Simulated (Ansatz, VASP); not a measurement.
Two plane-wave programs on Si3O2

```xyz
5
Lattice="2.7750 0.0000 0.0000 0.0000 2.7750 0.0000 0.0000 0.0000 8.4120" Properties=species:S:1:pos:R:3 pbc="T T T"
Si    0.0000    0.0000    2.5514
Si    0.0000    0.0000    5.8605
Si    0.0000    0.0000    0.0000
O     0.0000    0.0000    4.2060
O     1.3875    1.3875    0.0000
```

Alike in both runs: functional PBE; k mesh 14 × 14 × 6; occupations gaussian, width 0.1 eV; no spin polarisation.

Ansatz relaxed the structure, and its values are those at the end. VASP's run is a single point on that final structure, the one shown.

```csv
,VASP,Ansatz
version,VASP 6.6.1,Ansatz 0.2.0
potentials or method,"VASP PAW PBE potentials, release 64 (Si, O), cutoff 520 eV","scalar-relativistic, plane waves, PAW"
valence electrons in the cell,24,24
```

|  | VASP | Ansatz | Ansatz less VASP |
| --- | --- | --- | --- |
| gap on the k mesh at the Fermi level (eV) | none | none | - |
| pressure (GPa) | 0.1 | 0.0 | -0.09 |
| rms of the force components (eV/Å) | 0.011 | 0.001 | -0.0094 |

A gap of «none» marks a metal or a gap that the smearing closes.
